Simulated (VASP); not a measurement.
Set up this calculation in VASP 6.6.1, as the native input.

```yaml
Task: single point
Functional: r2SCAN
Potentials_or_basis: VASP PAW PBE potentials, release 64 (Nb_sv)
Cutoff: 550 eV
k_mesh: 5 × 5 × 5
Occupations: methfessel-paxton, width 0.05 eV
Spin: no spin polarisation
Dipole_correction: no
Further_INCAR_settings: ALGO = Normal; EDIFF = 1e-06; NBANDS = 20
```

The system is Nb.

```
Nb
1.0
     0.00000    2.94231    2.94231
     2.94231    0.00000    2.94231
     2.94231    2.94231    0.00000
Nb
2
Direct
  0.00000 0.00000 0.00000
  0.25000 0.25000 0.25000
```

This isn't the form of Nb at room conditions, which is bcc.

The input as run:

POSCAR

```
Nb
1.0
    0.0000000000      2.9423148954      2.9423148954
    2.9423148954      0.0000000000      2.9423148954
    2.9423148954      2.9423148954      0.0000000000
Nb
2
Direct
    1.0000000000      1.0000000000      1.0000000000
    0.2500000000      0.2500000000      0.2500000000
```

INCAR.step1

```
SYSTEM = Nb
ALGO = Normal ; EDIFF = 1E-5
ENCUT = 550 ; GGA = PE
GGA_COMPAT = .False. ; ISMEAR = 1
LASPH = .True. ; LCHARG = .False.
LREAL = .False. ; LWAVE = .True.
NBANDS = 20 ; NELM = 120
PREC = Accurate ; SIGMA = 0.05
```

INCAR.step2

```
SYSTEM = Nb
ALGO = Normal ; EDIFF = 1E-6
ENCUT = 550 ; GGA_COMPAT = .False.
ISIF = 2 ; ISMEAR = 1
ISTART = 1 ; LASPH = .True.
LCHARG = .True. ; LELF = .True.
LMIXTAU = .True. ; LREAL = .False.
LVHAR = .True. ; LWAVE = .False.
METAGGA = R2SCAN ; NBANDS = 20
NELM = 120 ; PREC = Accurate
SIGMA = 0.05
```

KPOINTS

```
k-points
0
Gamma
  5 5 5
  0 0 0
```

Potentials or basis: VASP PAW PBE potentials, release 64 (Nb_sv).

Command:

```bash
$ cat potpaw_PBE.64/Nb_sv/POTCAR > POTCAR
$ cp INCAR.step1 INCAR
$ mpirun -np 1 vasp_std > vasp.out
$ cp INCAR.step2 INCAR
$ mpirun -np 1 vasp_std > vasp.out
```

Results of the run:

```yaml
Pressure: 0.1 GPa
Band_gap_on_the_k_mesh: zero (bands 13 and 14 overlap by 0.93 eV)
```

Caveat: the k points lie up to 0.37 Å⁻¹ apart, too coarse for converged energies and pressures of a metal; the PAW data sets were made with another functional, which shifts forces and pressure a little.

Run time: 24 s on 1 thread of Intel(R) Xeon(R) 6975P-C (Granite Rapids) (shared host), peak memory 0.17 GiB.
